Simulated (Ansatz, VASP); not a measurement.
## One calculation of TiMoSe4, two programs

```
Ti Mo Se
1.0
     4.91989    0.00000    0.00000
    -2.45995    4.26075    0.00000
     0.00000    0.00000    5.38617
Ti Mo Se
1 1 4
Direct
  0.00000 0.00000 0.50000
  0.00000 0.00000 0.00000
  0.33333 0.66667 0.00000
  0.66667 0.33333 0.00000
  0.33333 0.66667 0.50000
  0.66667 0.33333 0.50000
```

Alike in both runs: functional PBE; k mesh 2 × 2 × 3; occupations gaussian, width 0.15 eV; collinear spin.

Ansatz relaxed the structure, and its values are those at the end. VASP's run is a single point on that final structure, the one shown.

|  | VASP | Ansatz |
| --- | --- | --- |
| version | VASP 6.6.1 | Ansatz 0.2.0 |
| potentials or method | VASP PAW PBE potentials, release 64 (Ti_sv, Mo_sv, Se), cutoff 520 eV | scalar-relativistic, plane waves, PAW |
| valence electrons in the cell | 50 | 90 |

VASP gave:

* gap on the k mesh at the Fermi level (eV): none
* pressure (GPa): 0.2
* net moment per atom (μB): 0.14
* size of the moment on the site where the two differ most (μB): 0.89

Q: Estimate Ansatz's values.

A: gap on the k mesh at the Fermi level (eV): none; pressure (GPa): 0.1; net moment per atom (μB): 0.14; size of the moment on the site where the two differ most (μB): 0.79.

Site moments also hang on the region over which each program counts them. A gap of «none» marks a metal or a gap that the smearing closes. VASP's potentials hold 50 valence electrons a cell and Ansatz's 90, so a difference there can come from the potentials and not from the codes. Ansatz's warnings: seeded moment not kept.

The k mesh is coarse, so the values compare programs but aren't converged.
